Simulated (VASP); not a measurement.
# Al16O23 (a cell with a defect) in VASP: a series of runs

Al16O23 (a cell with a defect) is run at these levels: PBEsol; tasks: single point.

Program: VASP 6.6.1. These are calculated values, not measurements. Logs are shortened: lines on timing, memory, paths and dates and some standing lists are left out, and cuts for length are marked.

### 1 The cell of the first run

The cell holds a defect, 39 atoms: a = 6.988 Å, b = 6.988 Å, c = 6.988 Å, α = 85.73°, β = 85.73°, γ = 85.73°.

### 2 Single point, PBEsol

Input file INCAR:

```
SYSTEM = Al16O23
PREC = Accurate ; ENCUT = 520
EDIFF = 1E-7 ; ISMEAR = 0
SIGMA = 0.05 ; LREAL = Auto
LASPH = .TRUE. ; NELM = 80
ALGO = Normal ; ISIF = 2
LWAVE = .FALSE. ; LCHARG = .TRUE.
GGA = PS ; LELF = .TRUE.
LVHAR = .TRUE. ; NBANDS = 118
NELECT = 184.0
```

Input file KPOINTS:

```
Automatic mesh
0
G
  2 2 2
  0 0 0
```

Input file POSCAR:

```
Al16O23
1.0
   -4.7537000000     -2.7445500000      4.3241670000
    4.7537000000     -2.7445500000      4.3241670000
    0.0000000000      5.4891000000      4.3241670000
Al O
16 23
Direct
    0.3582020015      0.3554382596      0.3559037690
    0.1356566042      0.1778140815      0.1578318796
    0.6596298984      0.6411787972      0.6465131817
    0.8546852329      0.8542994282      0.8504694488
    0.8531899750      0.8552906544      0.3496098653
    0.6479305268      0.6495162390      0.1438366073
    0.1465756957      0.1479152838      0.6468873253
    0.3545578543      0.3522440777      0.8512119004
    0.8508986638      0.3488615138      0.8533608051
    0.6502359779      0.1457765042      0.6502399406
    0.1379697638      0.6289306995      0.1511660684
    0.3631621700      0.8479502298      0.3702099682
    0.3654879339      0.8413076112      0.8213169214
    0.1429260293      0.6432272683      0.6437049849
    0.6464466737      0.1486504308      0.1448224223
    0.8414904544      0.3526226251      0.3579368298
    0.5980324388      0.4009388065      0.7503839484
    0.7505459236      0.6007057990      0.3984152075
    0.4095821447      0.7334172626      0.5957942146
    0.3960327830      0.6091755980      0.2403593781
    0.2505699514      0.4005895151      0.5985494369
    0.5962847600      0.2494128497      0.4038292934
    0.1050820487      0.9009913404      0.7521720719
    0.2504916408      0.0909575937      0.3950338847
    0.9030885976      0.2487353570      0.5981833879
    0.9027163295      0.0979859090      0.2477472316
    0.7525176816      0.9013274508      0.5951107937
    0.1050965853      0.7587524744      0.3899653744
    0.0915571421      0.4033380706      0.2657081591
    0.2506539096      0.6040889181      0.9081768282
    0.9107549998      0.7561850858      0.0948137968
    0.9048344745      0.5952875952      0.7497112508
    0.7485888081      0.4040136351      0.0977914477
    0.0985677765      0.2491771965      0.9072356972
    0.5903809814      0.9043124453      0.2429494534
    0.7505687376      0.0963640129      0.9027591555
    0.3960490855      0.2469488057      0.0981233467
    0.4025742778      0.0918903894      0.7499262178
    0.5984148345      0.7513925151      0.9011429490
```

Potentials or basis: VASP PAW PBE potentials, release 64 (Al, O).

On the command line:

```bash
> cat potpaw_PBE.64/Al/POTCAR potpaw_PBE.64/O/POTCAR > POTCAR
> mpirun -np 1 vasp_std > vasp.out
```

OUTCAR:

```text
SYSTEM = Al16O23
   PREC = Accurate
   ENCUT = 520
   EDIFF = 1E-7
   ISMEAR = 0
   LREAL = Auto
   LASPH = .TRUE.
   NELM = 80
   ISIF = 2
   GGA = PS
   NELECT = 184.0

 ion  position               nearest neighbor table
   1  0.358  0.355  0.356-  22 1.81  21 1.84  20 1.92  37 2.00  29 2.01  24 2.04   2 2.60  11 2.75
                            15 2.79   7 2.80  14 3.17   6 3.20  10 3.21
   2  0.136  0.178  0.158-  29 1.79  26 1.81  34 1.82  37 1.93  24 1.93   1 2.60  16 2.67   8 2.80
                            12 3.06   9 3.13  11 3.15   5 3.25
   3  0.660  0.641  0.647-  18 1.84  17 1.85  19 1.87  32 1.90  27 1.97  39 2.00   4 2.65  13 2.67
                             9 2.74   5 2.79  16 3.10  12 3.14   8 3.23
   4  0.855  0.854  0.850-  36 1.84  31 1.85  23 1.87  27 1.97  39 1.98  32 1.99   3 2.65  10 2.75
                            14 2.79   6 2.79   7 3.19  15 3.21  11 3.24
   5  0.853  0.855  0.350-  26 1.84  27 1.85  28 1.87  31 1.96  18 1.96  35 2.03   6 2.67  15 2.79
                             3 2.79  11 2.80  14 3.20  10 3.21   2 3.25
   6  0.648  0.650  0.144-  39 1.84  33 1.85  20 1.87  35 1.96  18 1.96  31 2.03   5 2.67   4 2.79
                            16 2.79  12 2.80   1 3.20   9 3.21  13 3.25
   7  0.147  0.148  0.647-  25 1.84  23 1.86  24 1.91  21 1.96  38 1.98  34 2.00   8 2.67   9 2.78
                            13 2.80   1 2.80  12 3.18   4 3.19  16 3.23
   8  0.355  0.352  0.851-  17 1.84  37 1.86  30 1.91  21 1.96  34 1.98  38 2.00   7 2.67  10 2.78
                             2 2.80  14 2.80  11 3.18  15 3.19   3 3.23
   9  0.851  0.349  0.853-  33 1.86  34 1.87  32 1.87  36 1.94  17 1.96  25 1.96  10 2.62   3 2.74
                            15 2.75   7 2.78   2 3.13  14 3.21   6 3.21
  10  0.650  0.146  0.650-  27 1.86  38 1.87  22 1.87  36 1.94  25 1.96  17 1.96   9 2.62  16 2.74
                             4 2.75   8 2.78  13 3.13   1 3.21   5 3.21
  11  0.138  0.629  0.151-  29 1.76  31 1.82  30 1.83  20 1.94  28 1.95   1 2.75   5 2.80  12 2.87
                            13 3.06  16 3.14   2 3.15   8 3.18   4 3.24
  12  0.363  0.848  0.370-  19 1.76  35 1.82  24 1.83  28 1.94  20 1.95  14 2.75   6 2.80  11 2.87
                             2 3.06   3 3.14  13 3.15   7 3.18  15 3.24
  13  0.365  0.841  0.821-  19 1.79  39 1.81  38 1.82  23 1.93  30 1.93  14 2.60   3 2.67   7 2.80
                            11 3.06  10 3.13  12 3.15   6 3.25
  14  0.143  0.643  0.644-  32 1.81  21 1.84  28 1.92  23 2.00  19 2.01  30 2.04  13 2.60  12 2.75
                             4 2.79   8 2.80   1 3.17   5 3.20   9 3.21
  15  0.646  0.149  0.145-  36 1.84  35 1.85  37 1.87  33 1.97  26 1.98  22 1.99  16 2.65   9 2.75
                             1 2.79   5 2.79   8 3.19   4 3.21  12 3.24
  16  0.841  0.353  0.358-  18 1.84  25 1.85  29 1.87  22 1.90  33 1.97  26 2.00  15 2.65   2 2.67
                            10 2.74   6 2.79   3 3.10  11 3.14   7 3.23
  17  0.598  0.401  0.750-   8 1.84   3 1.85   9 1.96  10 1.96
  18  0.751  0.601  0.398-  16 1.84   3 1.84   6 1.96   5 1.96
  19  0.410  0.733  0.596-  12 1.76  13 1.79   3 1.87  14 2.01
  20  0.396  0.609  0.240-   6 1.87   1 1.92  11 1.94  12 1.95
  21  0.251  0.401  0.599-  14 1.84   1 1.84   8 1.96   7 1.96
  22  0.596  0.249  0.404-   1 1.81  10 1.87  16 1.90  15 1.99
[... 15 lines left out ...]
  38  0.403  0.092  0.750-  13 1.82  10 1.87   7 1.98   8 2.00
  39  0.598  0.751  0.901-  13 1.81   6 1.84   4 1.98   3 2.00

  LATTYP: Found a trigonal (rhomboedric) cell.
 ALAT       =     6.9877492123
 COS(alpha) =     0.0744094229

  Lattice vectors:

 A1 = (  -4.7537000000,  -2.7445500000,   4.3241670000)
 A2 = (   4.7537000000,  -2.7445500000,   4.3241670000)
 A3 = (   0.0000000000,   5.4891000000,   4.3241670000)

Analysis of symmetry for initial positions (statically):
=====================================================================
 Subroutine PRICEL returns:
 Original cell was already a primitive cell.

 Routine SETGRP: Setting up the symmetry group for a
 trigonal (rhombohedral) supercell.

 Subroutine GETGRP returns: Found  1 space group operations
 (whereof  1 operations were pure point group operations)
 out of a pool of 12 trial point group operations.

The static configuration has the point symmetry C_1 .

Analysis of symmetry for dynamics (positions and initial velocities):
=====================================================================
 Subroutine PRICEL returns:
 Original cell was already a primitive cell.

 Routine SETGRP: Setting up the symmetry group for a
 trigonal (rhombohedral) supercell.

 Subroutine GETGRP returns: Found  1 space group operations
 (whereof  1 operations were pure point group operations)
 out of a pool of 12 trial point group operations.

The dynamic configuration has the point symmetry C_1 .

 Subroutine INISYM returns: Found  1 space group operations
 (whereof  1 operations are pure point group operations),
[... 32 lines left out ...]
 SYSTEM =  Al16O23
   PREC   = accura    normal or accurate (medium, high low for compatibility)
   ISTART =      0    job   : 0-new  1-cont  2-samecut
   ICHARG =      2    charge: 1-file 2-atom 10-const
   ISPIN  =      1    spin polarized calculation?
   LNONCOLLINEAR =      F non collinear calculations
   LSORBIT =      F    spin-orbit coupling
   LASPH  =      T    aspherical Exc in radial PAW
   ENCUT  =  520.0 eV  38.22 Ry    6.18 a.u.  12.99 12.99 12.99*2*pi/ulx,y,z
   NELM   =     80;   NELMIN=  2; NELMDL= -5     # of ELM steps
   EDIFF  = 0.1E-06   stopping-criterion for ELM
   LREAL  =      T    real-space projection
   EDIFFG = 0.1E-05   stopping-criterion for IOM
   NSW    =      0    number of steps for IOM
   IBRION =     -1    ionic relax: 0-MD 1-quasi-New 2-CG
   NFREE  =      0    steps in history (QN), initial steepest desc. (CG)
   ISIF   =      2    stress and relaxation
   ISYM   =      2    0-nonsym 1-usesym 2-fastsym
   POTIM  = 0.5000    time-step for ionic-motion
   TEBEG  =    0.0;   TEEND  =   0.0 temperature during run
   PSTRESS=    0.0 pullay stress
   NELECT =     184.0000    total number of electrons
   NUPDOWN=      -1.0000    fix difference up-down
   EMIN   =  10.00;   EMAX   =-10.00  energy-range for DOS
   EFERMI =   0.00;   METHOD = LEGACY
   ISMEAR =     0;   SIGMA  =   0.05  broadening in eV -4-tet -1-fermi 0-gaus
   EFERMI_NEDOS =   21; number of points for ismear=-14 and -15
   IALGO  =     38    algorithm
   IMIX   =      4    mixing-type and parameters
     AMIX     =   0.40;   BMIX     =  1.00
     AMIX_MAG =   1.60;   BMIX_MAG =  1.00
  volume/ion in A,a.u.               =       8.68        58.57
  Fermi-wavevector in a.u.,A,eV,Ry     =   1.336068  2.524802 24.287457  1.785078
  Thomas-Fermi vector in A             =   2.464723
   LORBIT       =      0    0 simple, 1 ext, 2 COOP (PROOUT), +10 PAW based schemes
   GGA     = PS    functional components
   LHFCALC =     F    Hartree Fock is set to
   AEXX    =    0.0000 exact exchange contribution
   IVDW    =     0    specifies the selected vdW correction
   LEPSILON=     F    determine dielectric tensor
   LRPA    =     F    only Hartree local field effects (RPA)
 non-spin polarized calculation
 Gauss-broadening in eV      SIGMA  =   0.05
  energy-cutoff  :      520.00
  volume of cell :      338.50
 maximum number of plane-waves:      9142
 NGX is ok and might be reduce to    54
   NGX = 25   NGY = 25   NGZ = 25

 number of electron     183.9999996 magnetization

 Free energy of the ion-electron system (eV)
  ---------------------------------------------------
  ext. energy  EPLUGINS =         0.00000000
  ---------------------------------------------------
  free energy    TOTEN  =      -320.10590444 eV

  energy without entropy =     -320.10590444  energy(sigma->0) =     -320.10590444

 E-fermi :   6.2159     XC(G=0): -11.7394

 val. band max:        5.9163754953   @ k =   0.0000   0.0000   0.0000
 cond. band min:       9.0686166861   @ k =   0.0000   0.0000   0.0000
 fundamental gap:      3.1522411908
 Fermi energy:         6.2158789097

 k-point     1 :       0.0000    0.0000    0.0000
  band No.  band energies     occupation
      1     -13.2488      2.00000
      2     -12.3182      2.00000
      3     -12.0466      2.00000
      4     -12.0268      2.00000
      5     -11.5828      2.00000
      6     -11.3550      2.00000
[... 845 lines left out ...]
    103      15.4732      0.00000
    104      15.5721      0.00000
 [bands above 104 left out]

------------------------ aborting loop because EDIFF is reached ----------------------------------------

  FORCE on cell =-STRESS in cart. coord.  units (eV):
  Direction    XX          YY          ZZ          XY          YZ          ZX
  --------------------------------------------------------------------------------------
  -------------------------------------------------------------------------------------
  Total      -12.3246460    -11.8800528    -16.9595401     -0.3700261      1.3712353      2.3772375
  in kB      -58.3348935    -56.2305493    -80.2727288     -1.7514038      6.4903175     11.2519172
  external PRESSURE =     -64.9460572 kB  Pullay stress =       0.0000000 kB

 VOLUME and BASIS-vectors are now :
 -----------------------------------------------------------------------------
  energy-cutoff  :      520.00
  volume of cell :      338.50
      direct lattice vectors                 reciprocal lattice vectors
    -4.753700000 -2.744550000  4.324167000    -0.105181227 -0.060726409  0.077086138
     4.753700000 -2.744550000  4.324167000     0.105181227 -0.060726409  0.077086138
     0.000000000  5.489100000  4.324167000     0.000000000  0.121452819  0.077086138

 POSITION                                       TOTAL-FORCE (eV/Angst)
 -----------------------------------------------------------------------------------
     -0.01314     -0.00503      4.62489         0.013585      0.003188      0.000682
      0.20040      0.00602      2.03799        -0.011504      0.005433     -0.013051
     -0.08771     -0.02136      8.42055         0.006740      0.005933     -0.015671
     -0.00183     -0.02208     11.06751        -0.001537     -0.000963      0.008186
      0.00999     -2.76997      8.89953         0.002530     -0.002871      0.000398
      0.00754     -2.77137      6.23235         0.001052     -0.005882     -0.002298
[... 31 lines left out ...]
     -1.47690      2.75934      5.38095         0.007326     -0.000401      0.009439
      0.72721      1.24185      9.73348        -0.006270      0.003155      0.009295
 -----------------------------------------------------------------------------------
    total drift:                                0.011567     -0.028916     -0.002666

  FREE ENERGIE OF THE ION-ELECTRON SYSTEM (eV)
  ---------------------------------------------------
  free  energy   TOTEN  =      -320.1059044447 eV

  energy  without entropy=     -320.1059044447  energy(sigma->0) =     -320.10590444
```

Wall time 19 min (1 thread of Intel Xeon 8259CL, shared host); peak memory 0.49 GiB.

Results:

| Quantity | Value |
| --- | --- |
| Free energy | -320.1059 eV |
| Largest force | 0.018 eV/Å |

Forces on the atoms (eV/Å):
```
Al   0.014  0.003  0.001
Al  -0.012  0.005 -0.013
Al   0.007  0.006 -0.016
Al  -0.002 -0.001  0.008
Al   0.003 -0.003  0.000
Al   0.001 -0.006 -0.002
Al   0.001 -0.004  0.000
Al   0.001 -0.008  0.000
Al  -0.001 -0.001  0.006
Al   0.002  0.000 -0.005
Al   0.001 -0.005  0.003
Al   0.006 -0.005 -0.008
Al   0.001  0.014  0.010
Al  -0.010 -0.012  0.002
Al   0.003  0.003 -0.008
Al  -0.009 -0.004  0.015
O   -0.002  0.003  0.000
O    0.002 -0.004  0.002
O   -0.004  0.001 -0.004
O    0.002  0.002  0.000
O   -0.003  0.006 -0.001
O   -0.004  0.007  0.000
O    0.006  0.006 -0.008
O    0.003  0.001  0.001
O   -0.005  0.000  0.000
O   -0.004  0.006 -0.009
O    0.000 -0.004  0.002
O    0.000 -0.001  0.002
O    0.006  0.004  0.005
O    0.000 -0.003 -0.003
O    0.010 -0.003 -0.004
O   -0.003  0.008  0.001
O    0.002 -0.001  0.001
O   -0.001 -0.005 -0.009
O    0.000 -0.011  0.004
O   -0.003  0.006  0.001
O   -0.008 -0.003  0.006
O    0.007  0.000  0.009
O   -0.006  0.003  0.009
```

Levels at points of the mesh, in eV from the Fermi level:
| k point | band 90 | band 91 | band 92 | band 93 | band 94 | band 95 |
| --- | --- | --- | --- | --- | --- | --- |
| (0.00, 0.00, 0.00) | -0.39 | -0.38 | -0.30 | 2.85 | 6.52 | 7.25 |
| (0.50, 0.00, 0.00) | -0.69 | -0.45 | -0.36 | 3.14 | 6.94 | 7.39 |
| (0.00, 0.50, 0.00) | -0.55 | -0.50 | -0.40 | 3.26 | 6.56 | 7.42 |
| (0.00, 0.00, 0.50) | -0.55 | -0.50 | -0.40 | 3.26 | 6.56 | 7.42 |
| (0.50, 0.50, 0.00) | -0.57 | -0.50 | -0.40 | 3.31 | 6.94 | 7.39 |
| (0.50, 0.00, 0.50) | -0.57 | -0.50 | -0.40 | 3.31 | 6.94 | 7.39 |
| (0.00, 0.50, 0.50) | -0.58 | -0.46 | -0.38 | 3.35 | 6.86 | 7.31 |
| (0.50, 0.50, 0.50) | -0.47 | -0.43 | -0.41 | 3.36 | 7.00 | 7.55 |

Caveat: the k points lie up to 0.45 Å⁻¹ apart; the cell carries a net charge on a neutralising background, which shifts energy and pressure; the cell is charged against a uniform background, so pressure and absolute levels hang on convention; the PAW data sets were made with another functional, which shifts forces and pressure a little.

### 3 Single point, PBEsol

Input file INCAR:

```
PREC     = Accurate       # precision mode
ENCUT    = 520            # plane-wave cutoff, eV
EDIFF    = 1E-6           # SCF threshold, eV
ISMEAR   = 0              # smearing method
SIGMA    = 0.05           # smearing width, eV
LREAL    = Auto         
LASPH    = T              # aspherical terms in the spheres
NELM     = 80             # most SCF steps
ALGO     = Normal         # electronic algorithm
ISIF     = 2              # what is computed and relaxed
LWAVE    = F              # write WAVECAR
LCHARG   = T              # write CHGCAR
GGA      = PS             # functional
LELF     = T              # ELF
LVHAR    = T            
NBANDS   = 118            # bands
NELECT   = 184.0
```

Input file KPOINTS:

```
regular mesh
0
Gamma
  2 2 2
```

Input file POSCAR:

```
Al16O23
1.0
   -4.7537000000     -2.7445500000      4.3241670000
    4.7537000000     -2.7445500000      4.3241670000
    0.0000000000      5.4891000000      4.3241670000
Al O
16 23
Direct
    0.3547411577      0.3556560240      0.3604624775
    0.1375986942      0.1518459121      0.1693616794
    0.6588786635      0.6409814466      0.6415246699
    0.8497561229      0.8542141240      0.8471435283
    0.8483073853      0.8625567069      0.3300207765
    0.6444988111      0.6454134671      0.1389194482
    0.1459405035      0.1503974528      0.6522384978
    0.3591722906      0.3412752840      0.8578576435
    0.8518312902      0.3464828248      0.8540365459
    0.6536709940      0.1483233700      0.6453454358
    0.1414203156      0.6308243588      0.1380929699
    0.3693307711      0.8587333418      0.3612891660
    0.3679273444      0.8480552448      0.8207500347
    0.1520985858      0.6322266966      0.6786325543
    0.6446495543      0.1551569485      0.1445120215
    0.8449984054      0.3555051685      0.3548702126
    0.5982804281      0.4018736292      0.7496911730
    0.7628718174      0.6056441842      0.3973269920
    0.4008410870      0.7382214433      0.5906912003
    0.4021888722      0.5979660563      0.2496908799
    0.2487483415      0.4037656964      0.6054563412
    0.5962537760      0.2558822759      0.4056083877
    0.1046034491      0.8955500802      0.7496905447
    0.2576571309      0.1038096016      0.4132006196
    0.9043445869      0.2501539564      0.5985112272
    0.8904487260      0.1097061465      0.2496913985
    0.7574195793      0.9012012652      0.5869353517
    0.1467151729      0.8534410916      0.2496895440
    0.0940448910      0.4063405765      0.2625106001
    0.2619319620      0.5993129495      0.9086913560
    0.8963444085      0.7424981414      0.0861819461
    0.9063328314      0.5944263165      0.7474736331
    0.7442733654      0.4039010238      0.0937734820
    0.0989531829      0.2427327651      0.9124466977
    0.5938142959      0.9061101917      0.2368717554
    0.7500002713      0.0958098512      0.9008710302
    0.3945104453      0.2372832328      0.1020554078
    0.4057279231      0.0938209875      0.7519092315
    0.5963884380      0.7514057929      0.8939260819
```

Potentials or basis: VASP PAW PBE potentials, release 64 (Al, O).

On the command line:

```bash
> cat potpaw_PBE.64/Al/POTCAR potpaw_PBE.64/O/POTCAR > POTCAR
> mpirun -np 1 vasp_std > vasp.out
```

Run time: 6.5 min. Hardware: 1 thread of Intel Xeon Platinum 8259CL at 2.50GHz (Skylake/Cascade Lake), shared host; peak memory 0.45 GiB.

Results (log left out):

```
Free energy   : -319.0139 eV
Largest force : 0.046 eV/Å
```

Forces in eV/Å, atoms in the order of the input:
```
Al   0.003  0.001 -0.003
Al  -0.003  0.026 -0.002
Al   0.000  0.005  0.002
Al   0.010 -0.008  0.000
Al  -0.003 -0.026  0.002
Al   0.003 -0.001  0.003
Al   0.010  0.008  0.000
Al   0.000 -0.005 -0.002
Al  -0.002 -0.006  0.012
Al  -0.002  0.006 -0.012
Al   0.002  0.005 -0.014
Al   0.002 -0.005  0.014
Al  -0.018  0.009 -0.004
Al  -0.018 -0.009  0.004
Al   0.010 -0.005 -0.004
Al   0.010  0.005  0.004
O    0.003  0.000  0.000
O    0.010 -0.011  0.002
O   -0.010 -0.016 -0.008
O    0.000  0.000  0.000
O   -0.022 -0.003 -0.010
O   -0.003  0.007 -0.010
O    0.018  0.000  0.000
O   -0.016 -0.001  0.016
O   -0.002 -0.003 -0.002
O    0.023  0.000  0.000
O   -0.010 -0.007  0.008
O    0.046  0.000  0.000
O    0.011 -0.001 -0.001
O   -0.010  0.016  0.008
O   -0.016  0.001 -0.016
O   -0.003 -0.007 -0.016
O   -0.003 -0.007  0.010
O   -0.010  0.007 -0.008
O    0.011  0.001  0.001
O   -0.002  0.003  0.002
O    0.010  0.011 -0.002
O   -0.003  0.007  0.016
O   -0.022  0.003  0.010
```

Levels at points of the mesh, in eV from the Fermi level:
| k point | band 90 | band 91 | band 92 | band 93 | band 94 | band 95 |
| --- | --- | --- | --- | --- | --- | --- |
| (0.00, 0.00, 0.00) | -0.42 | -0.34 | -0.33 | 3.55 | 5.53 | 6.92 |
| (0.50, 0.00, 0.00) | -0.61 | -0.53 | -0.42 | 4.07 | 5.42 | 6.98 |
| (0.00, 0.00, 0.50) | -0.61 | -0.49 | -0.29 | 4.49 | 4.84 | 7.42 |
| (0.50, 0.50, 0.00) | -0.54 | -0.44 | -0.43 | 4.26 | 5.37 | 7.26 |
| (0.50, 0.00, 0.50) | -0.60 | -0.53 | -0.47 | 4.53 | 5.08 | 7.41 |
| (0.50, 0.50, 0.50) | -0.55 | -0.48 | -0.31 | 4.50 | 5.23 | 7.41 |

Caveat: the k points lie up to 0.45 Å⁻¹ apart; the cell carries a net charge on a neutralising background, which shifts energy and pressure; the cell is charged against a uniform background, so pressure and absolute levels hang on convention; the PAW data sets were made with another functional, which shifts forces and pressure a little.
